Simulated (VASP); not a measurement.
# N2 in VASP: a series of runs, part 2 of 2

VASP 6.6.1.

### 3 Single point, r2SCAN

POSCAR

```
N
1.0
   12.0000000000      0.0000000000      0.0000000000
    0.0000000000     12.3000000000      0.0000000000
    0.0000000000      0.0000000000     12.6000000000
N
2
Direct
    0.5000000000      0.5000000000      0.4566240054
    0.5000000000      0.5000000000      0.5433759946
```

INCAR.step1

```
ALGO     = Normal         # electronic algorithm
EDIFF    = 1E-4           # SCF threshold, eV
ENCUT    = 520            # plane-wave cutoff, eV
GGA      = PE             # functional
ISMEAR   = -1             # smearing method
LASPH    = T              # aspherical terms in the spheres
LCHARG   = F              # write CHGCAR
LREAL    = F              # projectors in reciprocal space
LWAVE    = T              # write WAVECAR
NBANDS   = 12             # bands
NELM     = 80             # most SCF steps
PREC     = Accurate       # precision mode
SIGMA    = 0.01           # smearing width, eV
```

INCAR.step2

```
ALGO     = Normal         # electronic algorithm
EDIFF    = 1E-7           # SCF threshold, eV
ENCUT    = 520            # plane-wave cutoff, eV
ISIF     = 2              # what is computed and relaxed
ISMEAR   = -1             # smearing method
ISTART   = 1            
LASPH    = T              # aspherical terms in the spheres
LCHARG   = F              # write CHGCAR
LMIXTAU  = T            
LREAL    = F              # projectors in reciprocal space
LWAVE    = F              # write WAVECAR
METAGGA  = R2SCAN         # meta-GGA
NBANDS   = 12             # bands
NELM     = 80             # most SCF steps
PREC     = Accurate       # precision mode
SIGMA    = 0.01           # smearing width, eV
```

KPOINTS

```
k-points
0
Gamma
  1 1 1
```

Potentials or basis: VASP PAW PBE potentials, release 64 (N).

The run is started by

```console
$ cat potpaw_PBE.64/N/POTCAR > POTCAR
$ cp INCAR.step1 INCAR
$ mpirun -np 1 vasp_gam > vasp.out
$ cp INCAR.step2 INCAR
$ mpirun -np 1 vasp_gam > vasp.out
```

OUTCAR:

```text
EDIFF = 1E-7
   ENCUT = 520
   ISIF = 2
   ISMEAR = -1
   ISTART = 1
   LASPH = T
   LREAL = F
   METAGGA = R2SCAN
   NELM = 80
   PREC = Accurate

 ion  position               nearest neighbor table
   1  0.500  0.500  0.457-   2 1.09
   2  0.500  0.500  0.543-   1 1.09

  LATTYP: Found a simple orthorhombic cell.
 ALAT       =    12.0000000000
 B/A-ratio  =     1.0250000000
 C/A-ratio  =     1.0500000000

  Lattice vectors:

 A1 = (  12.0000000000,   0.0000000000,   0.0000000000)
 A2 = (   0.0000000000,  12.3000000000,   0.0000000000)
 A3 = (   0.0000000000,   0.0000000000,  12.6000000000)

Analysis of symmetry for initial positions (statically):
=====================================================================
 Subroutine PRICEL returns:
 Original cell was already a primitive cell.

 Routine SETGRP: Setting up the symmetry group for a
 simple orthorhombic supercell.

 Subroutine GETGRP returns: Found  8 space group operations
 (whereof  8 operations were pure point group operations)
 out of a pool of  8 trial point group operations.

The static configuration has the point symmetry D_2h.

Analysis of symmetry for dynamics (positions and initial velocities):
=====================================================================
 Subroutine PRICEL returns:
 Original cell was already a primitive cell.

 Routine SETGRP: Setting up the symmetry group for a
 simple orthorhombic supercell.

 Subroutine GETGRP returns: Found  8 space group operations
 (whereof  8 operations were pure point group operations)
 out of a pool of  8 trial point group operations.

The dynamic configuration has the point symmetry D_2h.

 Subroutine INISYM returns: Found  8 space group operations
 (whereof  8 operations are pure point group operations),
 and found     1 'primitive' translations

----------------------------------------------------------------------------------------

                                     Primitive cell

  volume of cell :    1859.7600

  direct lattice vectors                    reciprocal lattice vectors
    12.000000000  0.000000000  0.000000000     0.083333333  0.000000000  0.000000000
     0.000000000 12.300000000  0.000000000     0.000000000  0.081300813  0.000000000
     0.000000000  0.000000000 12.600000000     0.000000000  0.000000000  0.079365079

  length of vectors
    12.000000000 12.300000000 12.600000000     0.083333333  0.081300813  0.079365079

  position of ions in fractional coordinates (direct lattice)
     0.500000000  0.500000000  0.456624005
     0.500000000  0.500000000  0.543375995

  ion indices of the primitive-cell ions
   primitive index   ion index
                 1           1
                 2           2

----------------------------------------------------------------------------------------

 KPOINTS: k-points

Automatic generation of k-mesh.
 Grid dimensions read from file:
 generate k-points for:    1    1    1

 Generating k-lattice:

  Cartesian coordinates                     Fractional coordinates (reciprocal lattice)
     0.083333333  0.000000000  0.000000000     1.000000000  0.000000000  0.000000000
     0.000000000  0.081300813  0.000000000     0.000000000  1.000000000  0.000000000
     0.000000000  0.000000000  0.079365079     0.000000000  0.000000000  1.000000000

  Length of vectors
     0.083333333  0.081300813  0.079365079

  Shift w.r.t. Gamma in fractional coordinates (k-lattice)
     0.000000000  0.000000000  0.000000000

 Subroutine IBZKPT returns following result:
 ===========================================

 Found      1 irreducible k-points:

 Following reciprocal coordinates:
            Coordinates               Weight
  0.000000  0.000000  0.000000      1.000000
   k-points           NKPTS =      1   k-points in BZ     NKDIM =      1   number of bands    NBANDS=     12
   number of dos      NEDOS =    301   number of ions     NIONS =      2
   total plane-waves  NPLWV = 829440
   dimension x,y,z NGX =    90 NGY =   96 NGZ =   96
   dimension x,y,z NGXF=   180 NGYF=  192 NGZF=  192
   ions per type =               2
   NGX,Y,Z   is equivalent  to a cutoff of  12.47, 12.98, 12.67 a.u.
   NGXF,Y,Z  is equivalent  to a cutoff of  24.94, 25.95, 25.33 a.u.
 SYSTEM =  unknown system
   PREC   = accura    normal or accurate (medium, high low for compatibility)
   ISTART =      1    job   : 0-new  1-cont  2-samecut
   ICHARG =      0    charge: 1-file 2-atom 10-const
   ISPIN  =      1    spin polarized calculation?
   LNONCOLLINEAR =      F non collinear calculations
   LSORBIT =      F    spin-orbit coupling
   LASPH  =      T    aspherical Exc in radial PAW
   ENCUT  =  520.0 eV  38.22 Ry    6.18 a.u.  22.31 22.87 23.43*2*pi/ulx,y,z
   NELM   =     80;   NELMIN=  2; NELMDL=  0     # of ELM steps
   EDIFF  = 0.1E-06   stopping-criterion for ELM
   LREAL  =      F    real-space projection
   EDIFFG = 0.1E-05   stopping-criterion for IOM
   NSW    =      0    number of steps for IOM
   IBRION =     -1    ionic relax: 0-MD 1-quasi-New 2-CG
   NFREE  =      0    steps in history (QN), initial steepest desc. (CG)
   ISIF   =      2    stress and relaxation
   ISYM   =      2    0-nonsym 1-usesym 2-fastsym
   POTIM  = 0.5000    time-step for ionic-motion
   TEBEG  =    0.0;   TEEND  =   0.0 temperature during run
   PSTRESS=    0.0 pullay stress
   NELECT =      10.0000    total number of electrons
   NUPDOWN=      -1.0000    fix difference up-down
   EMIN   =  10.00;   EMAX   =-10.00  energy-range for DOS
   EFERMI =   0.00;   METHOD = LEGACY
   ISMEAR =    -1;   SIGMA  =   0.01  broadening in eV -4-tet -1-fermi 0-gaus
   EFERMI_NEDOS =   21; number of points for ismear=-14 and -15
   IALGO  =     38    algorithm
   IMIX   =      4    mixing-type and parameters
     AMIX     =   0.40;   BMIX     =  1.00
     AMIX_MAG =   1.60;   BMIX_MAG =  1.00
  volume/ion in A,a.u.               =     929.88      6275.14
  Fermi-wavevector in a.u.,A,eV,Ry     =   0.286807  0.541986  1.119189  0.082258
  Thomas-Fermi vector in A             =   1.141954
   LORBIT       =      0    0 simple, 1 ext, 2 COOP (PROOUT), +10 PAW based schemes
   METAGGA = R2SCAN    functional components
   LHFCALC =     F    Hartree Fock is set to
   AEXX    =    0.0000 exact exchange contribution
   IVDW    =     0    specifies the selected vdW correction
   LEPSILON=     F    determine dielectric tensor
   LRPA    =     F    only Hartree local field effects (RPA)
 non-spin polarized calculation
  energy-cutoff  :      520.00
  volume of cell :     1859.76
 maximum number of plane-waves:     25042
 NGX is ok and might be reduce to    90
   NGX = 45   NGY = 45   NGZ = 47

 number of electron       9.9999999 magnetization

 number of electron      10.0000002 magnetization

 Free energy of the ion-electron system (eV)
  ---------------------------------------------------
  ext. energy  EPLUGINS =         0.00000000
  ---------------------------------------------------
  free energy    TOTEN  =       -18.20000105 eV

  energy without entropy =      -18.20000105  energy(sigma->0) =      -18.20000105

 E-fermi : -10.2928     XC(G=0):  -0.1945

 val. band max:      -10.6160778337   @ k =   0.0000   0.0000   0.0000
 cond. band min:      -1.5303695653   @ k =   0.0000   0.0000   0.0000
 fundamental gap:      9.0857082684
 Fermi energy:       -10.2928119383

 k-point     1 :       0.0000    0.0000    0.0000
  band No.  band energies     occupation
      1     -29.8225      2.00000
      2     -14.1063      2.00000
      3     -11.9924      2.00000
      4     -11.9924      2.00000
      5     -10.6161      2.00000
      6      -1.5304      0.00000
      7      -1.5303      0.00000
      8       0.0737      0.00000
      9       0.9934      0.00000
     10       1.0212      0.00000
     11       1.0240      0.00000
     12       1.0677      0.00000

------------------------ aborting loop because EDIFF is reached ----------------------------------------

  FORCE on cell =-STRESS in cart. coord.  units (eV):
  Direction    XX          YY          ZZ          XY          YZ          ZX
  --------------------------------------------------------------------------------------
  -------------------------------------------------------------------------------------
  Total       -0.0993984     -0.1015888      2.4035715      0.0000000      0.0000000      0.0000000
  in kB       -0.0856314     -0.0875184      2.0706692      0.0000000      0.0000000      0.0000000
  external PRESSURE =       0.6325065 kB  Pullay stress =       0.0000000 kB

 VOLUME and BASIS-vectors are now :
 -----------------------------------------------------------------------------
  energy-cutoff  :      520.00
  volume of cell :     1859.76
      direct lattice vectors                 reciprocal lattice vectors
    12.000000000  0.000000000  0.000000000     0.083333333  0.000000000  0.000000000
     0.000000000 12.300000000  0.000000000     0.000000000  0.081300813  0.000000000
     0.000000000  0.000000000 12.600000000     0.000000000  0.000000000  0.079365079

 POSITION                                       TOTAL-FORCE (eV/Angst)
 -----------------------------------------------------------------------------------
      6.00000      6.15000      5.75346         0.000000      0.000000     -2.307490
      6.00000      6.15000      6.84654         0.000000      0.000000      2.307490
 -----------------------------------------------------------------------------------
    total drift:                                0.000000     -0.000000      0.000000

  FREE ENERGIE OF THE ION-ELECTRON SYSTEM (eV)
  ---------------------------------------------------
  free  energy   TOTEN  =       -18.2000010518 eV

  energy  without entropy=      -18.2000010518  energy(sigma->0) =      -18.20000105
```

Run time: 20 min. Hardware: 1 thread of Intel Xeon Platinum 8375C at 2.90GHz (Ice Lake), shared host; peak memory 1.7 GiB.

What came out:

| Property | Result |
| --- | --- |
| Free energy | -18.2000 eV |
| Largest force | 2.307 eV/Å |
| Gap between the frontier levels | 9.09 eV |

Forces on the atoms (eV/Å):
```
N    0.000  0.000 -2.307
N    0.000  0.000  2.307
```

Caveat: the standard files for N, O and F lose accuracy on very short bonds; the PAW data sets were made with another functional, which shifts forces and pressure a little.
